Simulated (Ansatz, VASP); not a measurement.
**MgO in VASP and in Ansatz**

INCAR

```
ALGO     = Normal         # electronic algorithm
EDIFF    = 1E-6           # SCF threshold, eV
ENCUT    = 840            # plane-wave cutoff, eV
GGA      = CA             # functional
GGA_COMPAT= F            
ISIF     = 2              # what is computed and relaxed
ISMEAR   = 0              # smearing method
LASPH    = T              # aspherical terms in the spheres
LCHARG   = F              # write CHGCAR
LREAL    = F              # projectors in reciprocal space
LWAVE    = F              # write WAVECAR
NBANDS   = 15             # bands
NELM     = 120            # most SCF steps
PREC     = Accurate       # precision mode
SIGMA    = 0.05           # smearing width, eV
```

The input KPOINTS:

```
k-points
0
Gamma
  6 6 6
```

Contents of POSCAR:

```
MgO
1.0
    0.0000000000      2.1351500000      2.1351500000
    2.1351500000      0.0000000000      2.1351500000
    2.1351500000      2.1351500000      0.0000000000
Mg O
1 1
Direct
    0.0000000000      0.0000000000      0.0000000000
    0.2189892982      0.5000000000      0.5000000000
```

Input for Ansatz:

```yaml
crystal:
  lattice:
    - [0.0, 2.13515, 2.13515]
    - [2.13515, 0.0, 2.13515]
    - [2.13515, 2.13515, 0.0]
  atoms:
    - { symbol: Mg, position: [0.0, 0.0, 0.0] }
    - { symbol: O, position: [0.2189892982, 0.5, 0.5] }
basis:
  ecutwfc: 420
kpoints:
  mp_grid: { grid: [6, 6, 6] }
hamiltonian:
  xc: lda
scf:
  occupations: { method: gaussian, width: 0.05 }
output:
  forces: true
  stress: true
  eigenvalues: true
```

Alike in both runs: task single point; functional LDA; k mesh 6 × 6 × 6; occupations gaussian, width 0.05 eV; no spin polarisation.

```csv
,VASP,Ansatz
version,VASP 6.6.1,Ansatz 0.2.0
potentials or method,"VASP PAW LDA potentials, release 64 (Mg_sv, O), cutoff 840 eV","scalar-relativistic, plane waves, PAW"
valence electrons in the cell,16,16
```

```tsv
	VASP	Ansatz	Ansatz less VASP
gap on the k mesh at the Fermi level (eV)	3.74	3.72	-0.017
least direct gap on the mesh (eV)	3.83	3.81	-0.020
rms of the force components (eV/Å)	3.209	3.126	-0.0828
```

LDA's correlation is that of Perdew and Zunger in VASP and of Perdew and Wang (1992) in Ansatz. Atom by atom the forces differ by 0.083 eV/Å (rms over components).

The k mesh is coarse, so the values compare programs but aren't converged.
